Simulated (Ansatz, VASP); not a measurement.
# Two plane-wave programs on Ga

Contents of INCAR:

```
SYSTEM = Ga
ALGO = Fast
DIPOL = 0.5 0.5 0.500
EDIFF = 1E-6
ENCUT = 520
GGA = PE
IDIPOL = 3
ISIF = 2
ISMEAR = 0
LASPH = .TRUE.
LCHARG = .TRUE.
LDIPOL = .TRUE.
LELF = .TRUE.
LREAL = .FALSE.
LVACPOTAV = .TRUE.
LVHAR = .TRUE.
LWAVE = .FALSE.
NBANDS = 90
NELM = 100
PREC = Accurate
SIGMA = 0.1
```

Contents of KPOINTS:

```
k-points
0
G
  8 8 1
  0 0 0
```

Contents of POSCAR:

```
Ga
1.0
    4.5730242577      0.0000000000      0.0000000000
    0.0000000000      4.5892516794      0.0000000000
    0.0000000000      0.0000000000     24.1914497265
Ga
12
Direct
    0.5000000000      0.9174801866      0.3100268932
    0.0000000000      0.5825198134      0.3100268932
    0.5000000000      0.4174801866      0.3699955936
    0.0000000000      0.0825198134      0.3699955936
    0.0000000000      0.9174801866      0.4700156498
    0.5000000000      0.5825198134      0.4700156498
    0.0000000000      0.4174801866      0.5299843502
    0.5000000000      0.0825198134      0.5299843502
    0.5000000000      0.9174801866      0.6300044064
    0.0000000000      0.5825198134      0.6300044064
    0.5000000000      0.4174801866      0.6899731068
    0.0000000000      0.0825198134      0.6899731068
```

Input for Ansatz:

```yaml
crystal:
  lattice:
    - [4.5730242577, 0.0, 0.0]
    - [0.0, 4.5892516794, 0.0]
    - [0.0, 0.0, 24.1914497265]
  atoms:
    - { symbol: Ga, position: [0.5, 0.9174801866, 0.3100268932] }
    - { symbol: Ga, position: [0.0, 0.5825198134, 0.3100268932] }
    - { symbol: Ga, position: [0.5, 0.4174801866, 0.3699955936] }
    - { symbol: Ga, position: [0.0, 0.0825198134, 0.3699955936] }
    - { symbol: Ga, position: [0.0, 0.9174801866, 0.4700156498] }
    - { symbol: Ga, position: [0.5, 0.5825198134, 0.4700156498] }
    - { symbol: Ga, position: [0.0, 0.4174801866, 0.5299843502] }
    - { symbol: Ga, position: [0.5, 0.0825198134, 0.5299843502] }
    - { symbol: Ga, position: [0.5, 0.9174801866, 0.6300044064] }
    - { symbol: Ga, position: [0.0, 0.5825198134, 0.6300044064] }
    - { symbol: Ga, position: [0.5, 0.4174801866, 0.6899731068] }
    - { symbol: Ga, position: [0.0, 0.0825198134, 0.6899731068] }
basis:
  ecutwfc: 420
kpoints:
  mp_grid: { grid: [8, 8, 1] }
hamiltonian:
  xc: pbe
scf:
  occupations: { method: gaussian, width: 0.1 }
output:
  forces: true
  stress: true
  eigenvalues: true
  write_density: true
  write_potential: true
  elf: true
  volumetric_format: npy
efield:
  axis: 3
  dipole_correction: true
  ramp_width: 0.04
```

Alike in both runs: task single point; functional PBE; k mesh 8 × 8 × 1; occupations gaussian, width 0.1 eV; no spin polarisation.

|  | VASP | Ansatz |
| --- | --- | --- |
| version | VASP 6.6.1 | Ansatz 0.2.0 |
| potentials or method | VASP PAW PBE potentials, release 64 (Ga_d), cutoff 520 eV | scalar-relativistic, plane waves, PAW |
| valence electrons in the cell | 156 | 156 |

```tsv
	VASP	Ansatz	Ansatz less VASP
gap on the k mesh at the Fermi level (eV)	none	none	-
rms of the force components (eV/Å)	0.108	0.108	-0.0006
work function, face that differs most (eV)	4.28	4.28	+0.002
```

Atom by atom the forces differ by 0.003 eV/Å (rms over components). A gap of «none» marks a metal or a gap that the smearing closes. With one functional, cell and mesh, what is left measures potentials, basis and numerics. Ansatz's warnings: xc potential rough in thin density.
